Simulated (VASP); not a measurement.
# HfCo (Pm-3m) in VASP: a series of runs, part 2 of 2

VASP 6.6.1. The steps go on from the part before.

### Step 3. Vibrations by perturbation theory, LDA

This run uses another cell than the first one, of 13.11 Å³/atom, 0.899 times its volume.

Contents of INCAR:

```
PREC = Accurate ; ENCUT = 520
EDIFF = 1E-8 ; ISMEAR = -1
SIGMA = 0.15 ; LREAL = False
LASPH = True ; NELM = 80
ALGO = Normal ; ISIF = 2
LWAVE = False ; LCHARG = False
NBANDS = 16 ; IBRION = 8
NSW = 1
```

Contents of KPOINTS:

```
regular mesh
0
Gamma
  14 14 14
```

Contents of POSCAR:

```
HfCo
1.0
    2.9710678257      0.0000000000      0.0000000000
    0.0000000000      2.9710678257      0.0000000000
    0.0000000000      0.0000000000      2.9710678257
Hf Co
1 1
Direct
    0.5000000000      0.5000000000      0.5000000000
    0.0000000000      0.0000000000      0.0000000000
```

Potentials or basis: VASP PAW LDA potentials, release 64 (Hf_pv, Co).

Command:

```
cat potpaw_LDA.64/Hf_pv/POTCAR potpaw_LDA.64/Co/POTCAR > POTCAR
mpirun -np 1 vasp_std > vasp.out
```

OUTCAR:

```text
PREC = Accurate
   ENCUT = 520
   EDIFF = 1E-8
   ISMEAR = -1
   LREAL = False
   LASPH = True
   NELM = 80
   ISIF = 2
   IBRION = 8
   NSW = 1

 ion  position               nearest neighbor table
   1  0.500  0.500  0.500-   2 2.57   2 2.57   2 2.57   2 2.57   2 2.57   2 2.57   2 2.57   2 2.57

   2  0.000  0.000  0.000-   1 2.57   1 2.57   1 2.57   1 2.57   1 2.57   1 2.57   1 2.57   1 2.57

  LATTYP: Found a simple cubic cell.
 ALAT       =     2.9710678257

  Lattice vectors:

 A1 = (   2.9710678257,   0.0000000000,   0.0000000000)
 A2 = (   0.0000000000,   2.9710678257,   0.0000000000)
 A3 = (   0.0000000000,   0.0000000000,   2.9710678257)

Analysis of symmetry for initial positions (statically):
=====================================================================
 Subroutine PRICEL returns:
 Original cell was already a primitive cell.

 Routine SETGRP: Setting up the symmetry group for a
 simple cubic supercell.

 Subroutine GETGRP returns: Found 48 space group operations
 (whereof 48 operations were pure point group operations)
 out of a pool of 48 trial point group operations.

The static configuration has the point symmetry O_h .

Analysis of symmetry for dynamics (positions and initial velocities):
=====================================================================
 Subroutine PRICEL returns:
 Original cell was already a primitive cell.

 Routine SETGRP: Setting up the symmetry group for a
 simple cubic supercell.

 Subroutine GETGRP returns: Found 48 space group operations
 (whereof 48 operations were pure point group operations)
 out of a pool of 48 trial point group operations.

The dynamic configuration has the point symmetry O_h .
[... 638 lines left out ...]
    total drift:                                0.000000      0.000000     -0.000000

  FREE ENERGIE OF THE ION-ELECTRON SYSTEM (eV)
  ---------------------------------------------------
  free  energy   TOTEN  =       -19.6002982595 eV

  energy  without entropy=      -19.4657309532  energy(sigma->0) =      -19.53301461

[... ionic steps 2 to 3 ...]

--------------------------------------- Ionic step        4  -------------------------------------------

------------------------ aborting loop because EDIFF is reached ----------------------------------------

[... ionic steps 5 to 6 ...]

--------------------------------------- Ionic step        7  -------------------------------------------

 Free energy of the ion-electron system (eV)
  ---------------------------------------------------
  ---------------------------------------------------
  free energy    TOTEN  =        -0.17047211 eV

  energy without entropy =       -0.17047206

------------------------ aborting loop because EDIFF is reached ----------------------------------------

 INTERNAL STRAIN TENSOR  FOR ION    2  DIRECTION 1   (eV/Angst):
 -----------------------------------------------------------------------------
     0.09335  0.00000 -0.00000
     0.00000 -0.03596  0.00000
    -0.00000  0.00000 -0.03596

 INTERNAL STRAIN TENSOR FOR ION    2 for displacements in x,y,z  (eV/Angst):
          X           Y           Z          XY          YZ          ZX
  --------------------------------------------------------------------------------
  x     0.00000     0.00000     0.00000     0.00000     0.00000     0.00000
  y     0.00000     0.00000     0.00000     0.00000     0.00000     0.00000
  z     0.00000     0.00000     0.00000     0.00000     0.00000     0.00000

 SECOND DERIVATIVES (NOT SYMMETRIZED)
 ------------------------------------
               1X          1Y          1Z          2X          2Y          2Z
  1X    -7.771059   -0.000000   -0.000000    7.771059    0.000000    0.000000
  1Y    -0.000000   -7.771059   -0.000000    0.000000    7.771059    0.000000
  1Z    -0.000000    0.000000   -7.771059    0.000000   -0.000000    7.771059
  2X     7.775072    0.000000    0.000000   -7.775072   -0.000000    0.000000
  2Y     0.000000    7.775072    0.000000   -0.000000   -7.775072   -0.000000
  2Z     0.000000    0.000000    7.775072   -0.000000   -0.000000   -7.775072

 Eigenvectors and eigenvalues of the dynamical matrix
 ----------------------------------------------------

   1 f  =    6.548628 THz    41.146240 2PiTHz  218.438701 cm-1    27.082935 meV
             X         Y         Z           dx          dy          dz
      1.485534  1.485534  1.485534    -0.498120   -0.000000    0.000000
      0.000000  0.000000  0.000000     0.867108    0.000000    0.000000
[... 21 lines left out ...]
   6 f/i=    0.000730 THz     0.004588 2PiTHz    0.024357 cm-1     0.003020 meV
             X         Y         Z           dx          dy          dz
      1.485534  1.485534  1.485534    -0.000000   -0.000000   -0.867108
      0.000000  0.000000  0.000000     0.000000    0.000000   -0.498120

--------------------------------------------------------------------------------------------------------

 ELASTIC MODULI CONTR FROM IONIC RELAXATION (kBar)
 Direction    XX          YY          ZZ          XY          YZ          ZX
 --------------------------------------------------------------------------------
 XX           0.0000      0.0000      0.0000      0.0000      0.0000      0.0000
 YY           0.0000      0.0000      0.0000      0.0000      0.0000      0.0000
 ZZ           0.0000      0.0000      0.0000      0.0000      0.0000      0.0000
 XY           0.0000      0.0000      0.0000      0.0000      0.0000      0.0000
 YZ           0.0000      0.0000      0.0000      0.0000      0.0000      0.0000
 ZX           0.0000      0.0000      0.0000      0.0000      0.0000      0.0000
 --------------------------------------------------------------------------------
```

stdout:

```text
POSCAR found type information on POSCAR HfCo
 POSCAR found :  2 types and       2 ions
 scaLAPACK will be used
 LDA part: xc-table for (Slater(with rela. corr.)+CA(PZ))
 , standard interpolation
 POSCAR, INCAR and KPOINTS ok, starting setup
 FFT: planning ... GRIDC
 FFT: planning ... GRID_SOFT
 FFT: planning ... GRID
 WAVECAR not read
 entering main loop
 Linear response reoptimize wavefunctions to high precision
 Linear response DOF=           2
 Linear response progress:
 first order change of Fermi-energy  -0.15631E-02
 force on displaced ion       1 direction 1 :  -7.771  -0.000  -0.000
 Linear response progress:
 first order change of Fermi-energy   0.24252E-02
 force on displaced ion       2 direction 1 :  -7.775  -0.000   0.000
 Linear response finished
```

It took 2.3 min on 1 thread of Intel Xeon 6975P-C (Granite Rapids), shared host; peak memory 0.41 GiB.

What came out:

```yaml
Highest_phonon_frequency_at_Γ_LO-TO_splitting_left_out: 218 cm⁻¹
```

Phonon frequencies in cm⁻¹ (negative: imaginary):
```csv
q point,frequencies
"(0.000, 0.000, 0.000)",0 0 0 218 218 218
```

Caveat: the cell wasn't relaxed at this level first, which shifts response properties; spin-orbit coupling is left out, which moves the levels of the heavy elements.
